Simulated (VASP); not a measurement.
ZrC:

```
CELL_PARAMETERS angstrom
0.00000 2.35432 2.35432
2.35432 0.00000 2.35432
2.35432 2.35432 0.00000
ATOMIC_POSITIONS crystal
Zr 0.50000 0.50000 0.50000
C 0.00000 0.00000 0.00000
```

Base run:

```yaml
Program: VASP 6.6.1
Functional: LDA
Potentials_or_basis: VASP PAW LDA potentials, release 64 (Zr_sv, C)
Cutoff: 520 eV
k_mesh: 20 × 20 × 20
Occupations: gaussian, width 0.1 eV
Spin: no spin polarisation
```

Its results: band gap on the k mesh zero (bands 8 and 9 overlap by 1.31 eV); pressure -9.2 GPa.

Problem. The run is repeated on the same cell with these changes: functional from LDA to PBE; potentials or basis from VASP PAW LDA potentials, release 64 (Zr_sv, C) to VASP PAW PBE potentials, release 64 (Zr_sv, C). What comes out?

Solution. Band gap on the k mesh zero (bands 8 and 9 overlap by 1.31 eV); pressure 0.3 GPa.

Caveats: the cell stands under tension (at least some runs).
